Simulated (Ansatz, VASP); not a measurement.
Two plane-wave programs on Be

The input INCAR:

```
  ALGO = Normal
  EDIFF = 1E-7
  EDIFFG = -0.025
  ENCUT = 600
  GGA = PE
  IBRION = 2
  ISIF = 3
  ISMEAR = 0
  LASPH = T
  LCHARG = F
  LREAL = F
  LWAVE = F
  NELM = 100
  NSW = 80
  PREC = Accurate
  SIGMA = 0.2
```

KPOINTS

```
k-points
0
Gamma
  8 6 6
```

File POSCAR:

```
Be
1.0
   -0.0069684515      0.0304999318      2.6501138494
    3.9985775641      0.0597329677     -0.0105813640
    0.0597329677      4.0195721319      0.0463131417
Be
4
Direct
    0.5098371905      0.0065042048      0.0068294717
    0.4955983942     -0.0062162020      0.5018175115
    0.5224438380      0.4863361308      0.0014813246
    0.4721205773      0.5133758664      0.4898716922
```

Input for Ansatz:

```yaml
crystal:
  lattice:
    - [-0.0069684515, 0.0304999318, 2.6501138494]
    - [3.9985775641, 0.0597329677, -0.010581364]
    - [0.0597329677, 4.0195721319, 0.0463131417]
  atoms:
    - { symbol: Be, position: [0.5098371905, 0.0065042048, 0.0068294717] }
    - { symbol: Be, position: [0.4955983942, -0.006216202, 0.5018175115] }
    - { symbol: Be, position: [0.522443838, 0.4863361308, 0.0014813246] }
    - { symbol: Be, position: [0.4721205773, 0.5133758664, 0.4898716922] }
basis:
  ecutwfc: 420
kpoints:
  mp_grid: { grid: [8, 6, 6] }
hamiltonian:
  xc: pbe
scf:
  occupations: { method: gaussian, width: 0.2 }
  lower_state_search: "off"
output:
  forces: true
  stress: true
  eigenvalues: true
relax:
  adjacent_minimum: "off"
  f_tol: 0.025
  max_steps: 60
  cell: { stress_tol: 0.25 }
```

Change from the starting cell: cell x4, atoms moved at random (sigma 0.05 Å) and cell strained at random (1.5 %), then relaxed without symmetry.

Alike in both runs: task relaxation of cell and atoms; functional PBE; k mesh 8 × 6 × 6; occupations gaussian, width 0.2 eV; no spin polarisation.

|  | VASP | Ansatz |
| --- | --- | --- |
| version | VASP 6.6.1 | Ansatz 0.2.0 |
| potentials or method | VASP PAW PBE potentials, release 64 (Be), cutoff 600 eV | scalar-relativistic, plane waves, PAW |
| valence electrons in the cell | 8 | 8 |

VASP gave:

```
gap on the k mesh at the Fermi level, each at its own relaxed structure (eV) : none
relaxed volume (Å³/atom)                                                     : 7.91
relaxed cell length with the largest relative difference (Å)                 : 4.230
```

What did Ansatz give for the same quantities?

gap on the k mesh at the Fermi level, each at its own relaxed structure (eV): none; relaxed volume (Å³/atom): 7.88; relaxed cell length with the largest relative difference (Å): 3.891.

A gap of «none» marks a metal or a gap that the smearing closes. One of these differences is far larger than is usual between the two programs; its cause wasn't traced.

Noted on VASP's run: the volume moved by over 15 % at a fixed basis, so the end points are rough.
